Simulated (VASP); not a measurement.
Here is a VASP 6.6.1 calculation.

The input INCAR:

```
PREC = Accurate
ENCUT = 520
EDIFF = 1E-7
ISMEAR = -1
SIGMA = 0.05
LREAL = F
LASPH = T
NELM = 100
ALGO = Fast
ISIF = 2
LWAVE = F
LCHARG = F
GGA = PE
NBANDS = 14
```

The input KPOINTS:

```
Automatic mesh
0
Gamma
  9 9 9
```

Contents of POSCAR:

```
Bi
1.0
   -2.0510920000      1.9322640000      1.9637210000
    2.0091320000     -1.9541400000      1.9436370000
    2.0699580000      1.9730060000     -1.9855970000
Bi
1
Direct
   -0.0137770000     -0.0173050000     -0.0196660000
```

Potentials or basis: VASP PAW PBE potentials, release 64 (Bi_d).

Command:

```bash
$ cat potpaw_PBE.64/Bi_d/POTCAR > POTCAR
$ mpirun -np 1 vasp_std > vasp.out
```

(1) What does it give for the pressure?

## Answers

(1) 0.9 GPa.

Caveat: the cell differs from its parent crystal (the cell strained at random).
